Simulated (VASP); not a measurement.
Write the native input for VASP 6.6.1 that does the following.

| Quantity | Value |
| --- | --- |
| Task | single point |
| Functional | PBE |
| Potentials or basis | VASP PAW PBE potentials, release 64 (C) |
| Cutoff | 520 eV |
| k mesh | 6 × 6 × 6 |
| Occupations | gaussian, width 0.01 eV |
| Spin | no spin polarisation |
| Dipole correction | no |
| Further INCAR settings | ALGO = Normal; EDIFF = 1e-06; NBANDS = 11 |

The structure of C lies in POSCAR:

```
C
1.0
    0.0431578296      1.7728254035      1.8375371896
    1.7872113467      0.0217835726      1.8589114466
    1.7978136171      1.8048019309      0.0111813021
C
2
Direct
    0.9890900000      0.0144100000      0.9995700000
    0.2429700000      0.2311100000      0.2736800000
```

The input as run:

INCAR

```
PREC = Accurate
ENCUT = 520
EDIFF = 1E-6
ISMEAR = 0
SIGMA = 0.01
LREAL = False
LASPH = True
NELM = 60
ALGO = Normal
ISIF = 2
LWAVE = False
LCHARG = False
GGA = PE
NBANDS = 11
```

KPOINTS

```
Automatic mesh
0
Gamma
  6 6 6
```

Potentials or basis: VASP PAW PBE potentials, release 64 (C).

Command:

```bash
$ cat potpaw_PBE.64/C/POTCAR > POTCAR
$ mpirun -np 1 vasp_std > vasp.out
```

Results of the run:

```
Pressure               : -5.1 GPa
Largest force          : 2.444 eV/Å
Band gap on the k mesh : 2.31 eV, indirect (least direct gap 3.16 eV)
```

Caveat: the k points lie up to 0.51 Å⁻¹ apart; forces of over 1 eV/Å act on the atoms, so gaps and moduli don't describe the material at rest.

It took 5.1 s on 1 thread of Intel(R) Xeon(R) 6975P-C (Granite Rapids) (shared host), peak memory 0.11 GiB.
